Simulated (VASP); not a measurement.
Input of a VASP 6.6.1 run:

File INCAR:

```
SYSTEM = C
PREC     = Accurate       ! precision mode
ENCUT    = 1300           ! plane-wave cutoff, eV
EDIFF    = 1E-6           ! SCF threshold, eV
ISMEAR   = 0              ! smearing method
SIGMA    = 0.02           ! smearing width, eV
LREAL    = .False.        ! projectors in reciprocal space
LASPH    = .True.         ! aspherical terms in the spheres
NELM     = 120            ! most SCF steps
ALGO     = Normal         ! electronic algorithm
ISIF     = 2              ! what is computed and relaxed
LWAVE    = .False.        ! write WAVECAR
LCHARG   = .True.         ! write CHGCAR
LELF     = .True.         ! ELF
LVHAR    = .True.       
NBANDS   = 11             ! bands
GGA_COMPAT= .False.
```

Contents of KPOINTS:

```
regular mesh
0
Gamma
  12 12 12
  0 0 0
```

POSCAR

```
C
1.0
    0.0000000000      1.7657234643      1.7657234643
    1.7657234643      0.0000000000      1.7657234643
    1.7657234643      1.7657234643      0.0000000000
C
2
Direct
    0.0000000000      0.0000000000      0.0000000000
    0.2500000000      0.2500000000      0.2500000000
```

Potentials or basis: VASP PAW LDA potentials, release 64 (C_h).

The run is started by

```sh
$ cat potpaw_LDA.64/C_h/POTCAR > POTCAR
$ mpirun -np 1 vasp_std > vasp.out
```

What does it give for the pressure?

1.0 GPa.

What does it give for the band gap on the k mesh?

4.20 eV (least direct gap 5.63 eV).

A k mesh can miss the band edges.
